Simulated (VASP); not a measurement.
Here is a VASP 6.6.1 calculation.

File INCAR:

```
ALGO = Fast
EDIFF = 1E-6
ENCUT = 520
GGA = PS
ISIF = 2
ISMEAR = 0
LASPH = True
LCHARG = False
LREAL = False
LWAVE = False
NBANDS = 16
NELM = 60
PREC = Accurate
SIGMA = 0.1
```

The input KPOINTS:

```
k-points
0
Gamma
  6 6 8
```

POSCAR

```
Al2Cu
1.0
    4.1238112778      0.0001798350      0.0000136068
    0.0001798350      4.1238037380      0.0000231319
    0.0000095834      0.0000162920      2.7949532013
Al Cu
2 1
Direct
    0.5039716891      0.0006686221      0.5197435625
    0.0039696555      0.5006714116      0.5197432486
    0.0039720461      0.0006717187      0.0197441656
```

Potentials or basis: VASP PAW PBE potentials, release 64 (Al, Cu).

Run with:

```bash
$ cat potpaw_PBE.64/Al/POTCAR potpaw_PBE.64/Cu/POTCAR > POTCAR
$ mpirun -np 1 vasp_std > vasp.out
```

(1) Predict the pressure.

Results:

(1) 0.2 GPa.

Caveat: the PAW data sets were made with another functional, which shifts forces and pressure a little.
